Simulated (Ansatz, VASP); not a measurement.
**AlSn in VASP and in Ansatz**

File INCAR:

```
PREC = Accurate
ENCUT = 520
EDIFF = 1E-7
ISMEAR = -1
SIGMA = 0.05
LREAL = False
LASPH = True
NELM = 150
ALGO = Fast
ISIF = 2
LWAVE = False
LCHARG = False
MAGMOM = 0 0 0 0 0 0
LORBIT = 11
LSORBIT = True
GGA_COMPAT = False
LORBMOM = True
GGA = PE
NBANDS = 29
```

Contents of KPOINTS:

```
Automatic mesh
0
Gamma
  7 7 8
```

POSCAR

```
AlSn
1.0
    4.1981056157      0.0000000000      0.0000000000
   -2.0990528078      3.6356661109      0.0000000000
    0.0000000000      0.0000000000      3.3068470000
Sn Al
1 1
Direct
    0.3333333333      0.6666666667      0.5000000000
    0.0000000000      0.0000000000      0.0000000000
```

File input.yaml:

```yaml
crystal:
  lattice:
    - [4.1981056157, 0.0, 0.0]
    - [-2.0990528078, 3.6356661109, 0.0]
    - [0.0, 0.0, 3.306847]
  atoms:
    - { symbol: Sn, position: [0.3333333333, 0.6666666667, 0.5] }
    - { symbol: Al, position: [0.0, 0.0, 0.0] }
hamiltonian:
  xc: pbe
  pseudopotentials: { kind: paw_fr }
magnetization:
  noncollinear: true
  spin_orbit: true
kpoints:
  mp_grid: { grid: [7, 7, 8] }
  band_path:
    path:
      - [[0.0, 0.0, 0.0], [0.5, 0.0, 0.0], [0.3333333333, 0.3333333333, 0.0], [0.0, 0.0, 0.0], [0.0, 0.0, 0.5], [0.5, 0.0, 0.5], [0.3333333333, 0.3333333333, 0.5], [0.0, 0.0, 0.5]]
      - [[0.5, 0.0, 0.5], [0.5, 0.0, 0.0]]
      - [[0.3333333333, 0.3333333333, 0.0], [0.3333333333, 0.3333333333, 0.5]]
    npoints: 14
scf:
  occupations: { method: fermi_dirac, width: 0.05 }
  n_extra_bands: 6
output:
  forces: true
  stress: true
  eigenvalues: true
  fatbands: false
  write_density: true
  write_potential: true
  elf: true
  volumetric_format: npy
```

Alike in both runs: functional PBE; k mesh 7 × 7 × 8; occupations fermi-dirac, width 0.05 eV; non-collinear spin, spin-orbit coupling.

```csv
,VASP,Ansatz
version,VASP 6.6.1,Ansatz 0.2.0
potentials or method,"VASP PAW PBE potentials, release 64 (Sn_d, Al)",Ansatz PAW
plane-wave cutoff (eV),520,420
valence electrons in the cell,17,17
task,single point,band structure
```

Ansatz gave:

- pressure (GPa): 0.2
- traceless stress, the component that is largest in VASP (GPa): 0.30
- net moment per atom (μB): 0.00

Question: Estimate VASP's values.

Answer: Pressure (GPa): 0.2; traceless stress, the component that is largest in VASP (GPa): 0.29; net moment per atom (μB): 0.00.
